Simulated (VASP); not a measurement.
Cu, 2 atoms in the cell. The structure is hexagonal, space group P6_3/mmc (No. 194). The conventional cell has a = 2.675 Å, b = 2.675 Å, c = 3.690 Å, α = 90.00°, β = 90.00°, γ = 120.00°. Cu (site symmetry -6m2) has 12 Cu at 2.41 to 2.68 Å within 3.2 Å. This isn't the form of Cu at room conditions, which is fcc. This cell differs from its parent crystal: ratio of the length along z to the lengths across it x 0.85, volume and fractional coordinates fixed.

| Property | Result |
| --- | --- |
| Program | VASP 6.6.1 |
| Task | single point |
| Functional | r2SCAN |
| Potentials or basis | VASP PAW PBE potentials, release 64 (Cu) |
| Cutoff | 520 eV |
| k mesh | 24 × 24 × 14 |
| Occupations | gaussian, width 0.15 eV |
| Spin | no spin polarisation |
| Dipole correction | no |
| Further INCAR settings | ALGO = Normal; EDIFF = 1e-07; NBANDS = 18 |

Potentials or basis: VASP PAW PBE potentials, release 64 (Cu).

Launch:

```sh
$ cat potpaw_PBE.64/Cu/POTCAR > POTCAR
$ cp INCAR.step1 INCAR
$ mpirun -np 1 vasp_std > vasp.out
$ cp INCAR.step2 INCAR
$ mpirun -np 1 vasp_std > vasp.out
```

Hardware: 1 thread of Intel Xeon 8259CL (shared host).

**Question.** Estimate the wall time of this run.

**Answer.** Wall time 13 min on 1 thread of Intel Xeon 8259CL, with other jobs on the host, peak memory 0.27 GiB. Counts: k points 488.
